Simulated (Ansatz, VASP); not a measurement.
## One calculation of TiO2, two programs

```
Ti O
1.0
    -1.88890    1.88890    4.79172
     1.88890   -1.88890    4.79172
     1.88890    1.88890   -4.79172
Ti O
2 4
Direct
  0.75000 0.25000 0.50000
  0.00000 0.00000 0.00000
  0.54271 0.04271 0.50000
  0.79271 0.79271 0.00000
  0.20729 0.20729 0.00000
  0.95729 0.45729 0.50000
```

Alike in both runs: task single point; functional PBE; k mesh 10 × 10 × 10; occupations fermi-dirac, width 0.02 eV; no spin polarisation.

|  | VASP | Ansatz |
| --- | --- | --- |
| version | VASP 6.6.1 | Ansatz 0.2.0 |
| potentials or method | VASP PAW PBE potentials, release 64 (Ti_sv, O) | plane waves, PAW |
| plane-wave cutoff (eV) | 520 | 420 |
| valence electrons in the cell | 48 | 48 |

|  | VASP | Ansatz | Ansatz less VASP |
| --- | --- | --- | --- |
| gap on the k mesh at the Fermi level (eV) | 2.14 | 2.16 | +0.024 |
| pressure (GPa) | 5.4 | 4.7 | -0.72 |
| traceless stress, the component that is largest in VASP (GPa) | 0.33 | 0.29 | -0.043 |
| rms of the force components (eV/Å) | 0.050 | 0.041 | -0.0096 |

Atom by atom the forces differ by 0.010 eV/Å (rms over components).
